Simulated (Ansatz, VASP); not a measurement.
Two plane-wave programs on AlN

POSCAR

```
AlN
1.0
    3.0332270978      0.0000000000      0.0000000000
   -1.5166135489      2.6268517221      0.0000000000
    0.0000000000      0.0000000000      5.2269000000
Al N
2 2
Direct
    0.3333333333      0.6666666667      0.0000000000
    0.6666666667      0.3333333333      0.5000000000
    0.3333333333      0.6666666667      0.3850000000
    0.6666666667      0.3333333333      0.8850000000
```

File INCAR.step1:

```
ALGO = Normal
EDIFF = 1E-4
ENCUT = 520
GGA = PE
ISMEAR = 0
LASPH = True
LCHARG = False
LREAL = False
LWAVE = True
NBANDS = 16
NELM = 100
PREC = Accurate
SIGMA = 0.05
```

INCAR.step2

```
ALGO = Normal
EDIFF = 1E-6
ENCUT = 520
ISIF = 2
ISMEAR = 0
ISTART = 1
LASPH = True
LCHARG = True
LELF = True
LMIXTAU = True
LREAL = False
LVHAR = True
LWAVE = False
METAGGA = R2SCAN
NBANDS = 16
NELM = 100
PREC = Accurate
SIGMA = 0.05
```

File KPOINTS:

```
k-points
0
Gamma
  12 12 6
```

Input for Ansatz:

```yaml
crystal:
  lattice:
    - [3.0332270978, 0.0, 0.0]
    - [-1.5166135489, 2.6268517221, 0.0]
    - [0.0, 0.0, 5.2269]
  atoms:
    - { symbol: Al, position: [0.3333333333, 0.6666666667, 0.0] }
    - { symbol: Al, position: [0.6666666667, 0.3333333333, 0.5] }
    - { symbol: "N", position: [0.3333333333, 0.6666666667, 0.385] }
    - { symbol: "N", position: [0.6666666667, 0.3333333333, 0.885] }
basis:
  ecutwfc: 500
kpoints:
  mp_grid: { grid: [12, 12, 6] }
hamiltonian:
  xc: r2scan
scf:
  occupations: { method: gaussian, width: 0.05 }
output:
  forces: true
  stress: true
  eigenvalues: true
```

Change from the starting cell: strain -0.025 along x and y, +0.050 along z, atoms carried along.

Alike in both runs: task single point; functional r2SCAN; k mesh 12 × 12 × 6; occupations gaussian, width 0.05 eV; no spin polarisation.

|  | VASP | Ansatz |
| --- | --- | --- |
| version | VASP 6.6.1 | Ansatz 0.2.0 |
| potentials or method | VASP PAW PBE potentials, release 64 (Al, N), cutoff 520 eV | scalar-relativistic, plane waves, PAW |
| valence electrons in the cell | 16 | 16 |

Ansatz gave:

* gap on the k mesh at the Fermi level (eV): 4.83
* least direct gap on the mesh (eV): 4.83
* pressure (GPa): 2.4
* traceless stress, the component that is largest in VASP (GPa): -20.28
* rms of the force components (eV/Å): 0.437

Task: Which values does VASP return?

Result: gap on the k mesh at the Fermi level (eV): 4.87; least direct gap on the mesh (eV): 4.87; pressure (GPa): 2.0; traceless stress, the component that is largest in VASP (GPa): -20.52; rms of the force components (eV/Å): 0.443.

VASP's potentials were made for PBE, not for r2SCAN. Atom by atom the forces differ by 0.006 eV/Å (rms over components).
